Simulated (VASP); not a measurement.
Zr, 2 atoms in the cell. It takes space group P6_3/mmc (No. 194, hexagonal). Conventional cell: a = 3.188 Å, b = 3.188 Å, c = 5.077 Å, α = 90.00°, β = 90.00°, γ = 120.00°. Zr (site symmetry -6m2) has 12 Zr at 3.14 to 3.19 Å within 4.1 Å. 

* Program: VASP 6.6.1
* Task: single point
* Functional: LDA
* Potentials or basis: VASP PAW LDA potentials, release 64 (Zr_sv)
* Cutoff: 500 eV
* k mesh: 10 × 10 × 5
* Occupations: methfessel-paxton, width 0.1 eV
* Spin: no spin polarisation
* Dipole correction: no
* Further INCAR settings: ALGO = Normal; EDIFF = 1e-06; NBANDS = 19

Potentials or basis: VASP PAW LDA potentials, release 64 (Zr_sv).

Command:

```sh
$ cat potpaw_LDA.64/Zr_sv/POTCAR > POTCAR
$ mpirun -np 1 vasp_std > vasp.out
```

Hardware: 1 thread of Intel(R) Xeon(R) 6975P-C (Granite Rapids), with other jobs on the host.

Problem. How long does it take, and how much memory?

Solution. Run time: 13 s on 1 thread of Intel(R) Xeon(R) 6975P-C (Granite Rapids), on a shared host, peak memory 0.15 GiB. Counts: scf iterations 12, k points 42.
